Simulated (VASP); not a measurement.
Al:

```
Al
1.0
     2.76624    0.00000    0.00000
     0.00000    2.76624    0.00000
     0.00000    0.00000    2.36802
Al
1
Direct
  0.50000 0.50000 0.50000
```

```yaml
Program: VASP 6.6.1
Task: relaxation of cell and atoms
Functional: PBE
Potentials_or_basis: VASP PAW PBE potentials, release 64 (Al)
Cutoff: 600 eV
k_mesh: 6 × 6 × 8
Occupations: gaussian, width 0.1 eV
Spin: no spin polarisation
```

At the start: pressure 12.3 GPa; volume 18.12 Å³/atom.

Question: Where does the relaxation end?

Answer: Over 7 steps the energy falls by 197.2 meV/atom and the volume is 20.39 Å³/atom (+12.5 %); space group P4/mmm (No. 123, to 0.05 Å).

The path:
```tsv
step	energy change (eV)	largest force (eV/Å)	pressure (GPa)	volume (Å³)
1	0.0000	0.0000	12.34	18.12
2	-0.1771	0.0000	-3.49	21.90
3	-0.1926	0.0000	-1.24	20.91
4	-0.1927	0.0000	-1.41	20.98
5	-0.1967	0.0000	-0.31	20.52
6	-0.1968	0.0000	-0.47	20.58
7	-0.1972	0.0000	0.07	20.39
```

Final structure:
```
Al
1.0
     2.76731    0.00000    0.00000
     0.00000    2.76731    0.00000
     0.00000    0.00000    2.66208
Al
1
Direct
  0.50000 0.50000 0.50000
```

Caveat: the k points lie up to 0.38 Å⁻¹ apart in the final cell.
